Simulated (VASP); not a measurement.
# HfCl4 (Hf(Cl)4) in VASP: single point with PBE

Aim: the single point of HfCl4 (Hf(Cl)4) with PBE.

Everything below comes from runs of VASP 6.6.1. Logs are shortened: lines on timing, memory, paths and dates and some standing lists are left out, and cuts for length are marked.

**1. The cell of the first run**

The cell holds a molecule in a box, 5 atoms: a = 11.690 Å, b = 11.690 Å, c = 11.690 Å, α = 90.00°, β = 90.00°, γ = 90.00°.

**2. Single point, PBE**

The input, INCAR:

```
ALGO = Normal
EDIFF = 1E-6
ENCUT = 520
GGA = PE
ISIF = 2
ISMEAR = 0
LASPH = True
LCHARG = False
LREAL = False
LWAVE = False
NBANDS = 27
NELM = 100
PREC = Accurate
SIGMA = 0.01
```

The input, KPOINTS:

```
k-points
0
Gamma
  1 1 1
```

The input, POSCAR:

```
HfCl4
1.0
   11.6900000000      0.0000000000      0.0000000000
    0.0000000000     11.6900000000      0.0000000000
    0.0000000000      0.0000000000     11.6900000000
Hf Cl
1 4
Direct
    0.5001137700      0.5001137700      0.5001137700
    0.6152831500      0.6152831500      0.6152831500
    0.3849444000      0.3849444000      0.6152831500
    0.6152831500      0.3849444000      0.3849444000
    0.3849444000      0.6152831500      0.3849444000
```

Potentials or basis: VASP PAW PBE potentials, release 64 (Hf_pv, Cl).

The run is started by

```console
$ cat potpaw_PBE.64/Hf_pv/POTCAR potpaw_PBE.64/Cl/POTCAR > POTCAR
$ mpirun -np 1 vasp_gam > vasp.out
```

OUTCAR:

```text
EDIFF = 1E-6
   ENCUT = 520
   GGA = PE
   ISIF = 2
   ISMEAR = 0
   LASPH = True
   LREAL = False
   NELM = 100
   PREC = Accurate

 ion  position               nearest neighbor table
   1  0.500  0.500  0.500-   3 2.33   4 2.33   5 2.33   2 2.33
   2  0.615  0.615  0.615-   1 2.33
   3  0.385  0.385  0.615-   1 2.33
   4  0.615  0.385  0.385-   1 2.33
   5  0.385  0.615  0.385-   1 2.33

  LATTYP: Found a simple cubic cell.
 ALAT       =    11.6900000000

  Lattice vectors:

 A1 = (  11.6900000000,   0.0000000000,   0.0000000000)
 A2 = (   0.0000000000,  11.6900000000,   0.0000000000)
 A3 = (   0.0000000000,   0.0000000000,  11.6900000000)

Analysis of symmetry for initial positions (statically):
=====================================================================
 Subroutine PRICEL returns:
 Original cell was already a primitive cell.

 Routine SETGRP: Setting up the symmetry group for a
 simple cubic supercell.

 Subroutine GETGRP returns: Found 24 space group operations
 (whereof  6 operations were pure point group operations)
 out of a pool of 48 trial point group operations.

The static configuration has the point symmetry C_3v.
 The point group associated with its full space group is T_d .

Analysis of symmetry for dynamics (positions and initial velocities):
=====================================================================
 Subroutine PRICEL returns:
 Original cell was already a primitive cell.

 Routine SETGRP: Setting up the symmetry group for a
 simple cubic supercell.

 Subroutine GETGRP returns: Found 24 space group operations
 (whereof  6 operations were pure point group operations)
 out of a pool of 48 trial point group operations.

The dynamic configuration has the point symmetry C_3v.
 The point group associated with its full space group is T_d .

 Subroutine INISYM returns: Found 24 space group operations
 (whereof  6 operations are pure point group operations),
 and found     1 'primitive' translations

----------------------------------------------------------------------------------------

                                     Primitive cell

  volume of cell :    1597.5098

  direct lattice vectors                    reciprocal lattice vectors
    11.690000000  0.000000000  0.000000000     0.085543199  0.000000000  0.000000000
     0.000000000 11.690000000  0.000000000     0.000000000  0.085543199  0.000000000
     0.000000000  0.000000000 11.690000000     0.000000000  0.000000000  0.085543199

  length of vectors
    11.690000000 11.690000000 11.690000000     0.085543199  0.085543199  0.085543199

  position of ions in fractional coordinates (direct lattice)
     0.500113770  0.500113770  0.500113770
     0.615283150  0.615283150  0.615283150
     0.384944400  0.384944400  0.615283150
     0.615283150  0.384944400  0.384944400
     0.384944400  0.615283150  0.384944400

  ion indices of the primitive-cell ions
   primitive index   ion index
                 1           1
                 2           2
                 3           3
                 4           4
                 5           5

----------------------------------------------------------------------------------------

 KPOINTS: k-points

Automatic generation of k-mesh.
 Grid dimensions read from file:
 generate k-points for:    1    1    1

 Generating k-lattice:

  Cartesian coordinates                     Fractional coordinates (reciprocal lattice)
     0.085543199  0.000000000  0.000000000     1.000000000  0.000000000  0.000000000
     0.000000000  0.085543199  0.000000000     0.000000000  1.000000000  0.000000000
     0.000000000  0.000000000  0.085543199     0.000000000  0.000000000  1.000000000

  Length of vectors
     0.085543199  0.085543199  0.085543199

  Shift w.r.t. Gamma in fractional coordinates (k-lattice)
     0.000000000  0.000000000  0.000000000

 Subroutine IBZKPT returns following result:
 ===========================================

 Found      1 irreducible k-points:

 Following reciprocal coordinates:
            Coordinates               Weight
  0.000000  0.000000  0.000000      1.000000
   k-points           NKPTS =      1   k-points in BZ     NKDIM =      1   number of bands    NBANDS=     27
   number of dos      NEDOS =    301   number of ions     NIONS =      5
   total plane-waves  NPLWV = 729000
   dimension x,y,z NGX =    90 NGY =   90 NGZ =   90
   dimension x,y,z NGXF=   180 NGYF=  180 NGZF=  180
   ions per type =               1   4
   NGX,Y,Z   is equivalent  to a cutoff of  12.80, 12.80, 12.80 a.u.
   NGXF,Y,Z  is equivalent  to a cutoff of  25.60, 25.60, 25.60 a.u.
 SYSTEM =  unknown system
   PREC   = accura    normal or accurate (medium, high low for compatibility)
   ISTART =      0    job   : 0-new  1-cont  2-samecut
   ICHARG =      2    charge: 1-file 2-atom 10-const
   ISPIN  =      1    spin polarized calculation?
   LNONCOLLINEAR =      F non collinear calculations
   LSORBIT =      F    spin-orbit coupling
   LASPH  =      T    aspherical Exc in radial PAW
   ENCUT  =  520.0 eV  38.22 Ry    6.18 a.u.  21.74 21.74 21.74*2*pi/ulx,y,z
   NELM   =    100;   NELMIN=  2; NELMDL= -5     # of ELM steps
   EDIFF  = 0.1E-05   stopping-criterion for ELM
   LREAL  =      F    real-space projection
   EDIFFG = 0.1E-04   stopping-criterion for IOM
   NSW    =      0    number of steps for IOM
   IBRION =     -1    ionic relax: 0-MD 1-quasi-New 2-CG
   NFREE  =      0    steps in history (QN), initial steepest desc. (CG)
   ISIF   =      2    stress and relaxation
   ISYM   =      2    0-nonsym 1-usesym 2-fastsym
   POTIM  = 0.5000    time-step for ionic-motion
   TEBEG  =    0.0;   TEEND  =   0.0 temperature during run
   PSTRESS=    0.0 pullay stress
   NELECT =      38.0000    total number of electrons
   NUPDOWN=      -1.0000    fix difference up-down
   EMIN   =  10.00;   EMAX   =-10.00  energy-range for DOS
   EFERMI =   0.00;   METHOD = LEGACY
   ISMEAR =     0;   SIGMA  =   0.01  broadening in eV -4-tet -1-fermi 0-gaus
   EFERMI_NEDOS =   21; number of points for ismear=-14 and -15
   IALGO  =     38    algorithm
   IMIX   =      4    mixing-type and parameters
     AMIX     =   0.40;   BMIX     =  1.00
     AMIX_MAG =   1.60;   BMIX_MAG =  1.00
  volume/ion in A,a.u.               =     319.50      2156.11
  Fermi-wavevector in a.u.,A,eV,Ry     =   0.470820  0.889721  3.016023  0.221671
  Thomas-Fermi vector in A             =   1.463125
   LORBIT       =      0    0 simple, 1 ext, 2 COOP (PROOUT), +10 PAW based schemes
   GGA     = PE    functional components
   LHFCALC =     F    Hartree Fock is set to
   AEXX    =    0.0000 exact exchange contribution
   IVDW    =     0    specifies the selected vdW correction
   LEPSILON=     F    determine dielectric tensor
   LRPA    =     F    only Hartree local field effects (RPA)
 non-spin polarized calculation
 Gauss-broadening in eV      SIGMA  =   0.01
  energy-cutoff  :      520.00
  volume of cell :     1597.51
 maximum number of plane-waves:     21502
 NGX is ok and might be reduce to    90
   NGX = 43   NGY = 43   NGZ = 43

 number of electron      38.0000001 magnetization

 Free energy of the ion-electron system (eV)
  ---------------------------------------------------
  ext. energy  EPLUGINS =         0.00000000
  ---------------------------------------------------
  free energy    TOTEN  =       -26.15588953 eV

  energy without entropy =      -26.15588953  energy(sigma->0) =      -26.15588953

 E-fermi :  -7.5698     XC(G=0):  -1.3021

 val. band max:       -7.6890071935   @ k =   0.0000   0.0000   0.0000
 cond. band min:      -2.4759293967   @ k =   0.0000   0.0000   0.0000
 fundamental gap:      5.2130777968
 Fermi energy:        -7.5697821651

 k-point     1 :       0.0000    0.0000    0.0000
  band No.  band energies     occupation
      1     -36.7731      2.00000
      2     -36.7731      2.00000
      3     -36.7731      2.00000
      4     -20.2708      2.00000
      5     -19.9869      2.00000
      6     -19.9869      2.00000
      7     -19.9869      2.00000
      8      -9.7077      2.00000
      9      -9.0514      2.00000
     10      -9.0514      2.00000
     11      -9.0514      2.00000
     12      -8.6234      2.00000
     13      -8.6234      2.00000
     14      -8.2267      2.00000
     15      -8.2267      2.00000
     16      -8.2267      2.00000
     17      -7.6890      2.00000
     18      -7.6890      2.00000
     19      -7.6890      2.00000
     20      -2.4759      0.00000
     21      -2.4759      0.00000
     22      -1.7128      0.00000
     23      -1.7128      0.00000
     24      -1.7128      0.00000
     25      -0.7211      0.00000
     26       0.8475      0.00000
     27       0.8641      0.00000

------------------------ aborting loop because EDIFF is reached ----------------------------------------

  FORCE on cell =-STRESS in cart. coord.  units (eV):
  Direction    XX          YY          ZZ          XY          YZ          ZX
  --------------------------------------------------------------------------------------
  -------------------------------------------------------------------------------------
  Total       -1.3248113     -1.3248113     -1.3248113      0.0000000      0.0000000     -0.0000000
  in kB       -1.3286820     -1.3286820     -1.3286820      0.0000000      0.0000000     -0.0000000
  external PRESSURE =      -1.3286820 kB  Pullay stress =       0.0000000 kB

 VOLUME and BASIS-vectors are now :
 -----------------------------------------------------------------------------
  energy-cutoff  :      520.00
  volume of cell :     1597.51
      direct lattice vectors                 reciprocal lattice vectors
    11.690000000  0.000000000  0.000000000     0.085543199  0.000000000  0.000000000
     0.000000000 11.690000000  0.000000000     0.000000000  0.085543199  0.000000000
     0.000000000  0.000000000 11.690000000     0.000000000  0.000000000  0.085543199

 POSITION                                       TOTAL-FORCE (eV/Angst)
 -----------------------------------------------------------------------------------
      5.84633      5.84633      5.84633         0.000000     -0.000000     -0.000000
      7.19266      7.19266      7.19266        -0.236707     -0.236707     -0.236707
      4.50000      4.50000      7.19266         0.236707      0.236707     -0.236707
      7.19266      4.50000      4.50000        -0.236707      0.236707      0.236707
      4.50000      7.19266      4.50000         0.236707     -0.236707      0.236707
 -----------------------------------------------------------------------------------
    total drift:                               -0.000257     -0.000257     -0.000257

  FREE ENERGIE OF THE ION-ELECTRON SYSTEM (eV)
  ---------------------------------------------------
  free  energy   TOTEN  =       -26.1558895308 eV

  energy  without entropy=      -26.1558895308  energy(sigma->0) =      -26.15588953
```

It took 1.8 min on 1 thread of Intel Xeon Platinum 8488C (Sapphire Rapids), shared host; peak memory 1.2 GiB.

Results:

```
Free energy                     : -26.1559 eV
Largest force                   : 0.410 eV/Å
Gap between the frontier levels : 5.21 eV
```

Forces in eV/Å, atoms in the order of the input:
```
Hf   0.000  0.000  0.000
Cl  -0.237 -0.237 -0.237
Cl   0.237  0.237 -0.237
Cl  -0.237  0.237  0.237
Cl   0.237 -0.237  0.237
```

Levels at points of the mesh, in eV from the valence-band top:
```tsv
k point	band 16	band 17	band 18	band 19	band 20	band 21	band 22	band 23
(0.00, 0.00, 0.00)	-0.54	0.00	0.00	0.00	5.21	5.21	5.98	5.98
```

Caveat: spin-orbit coupling is left out, which moves the levels of the heavy elements.
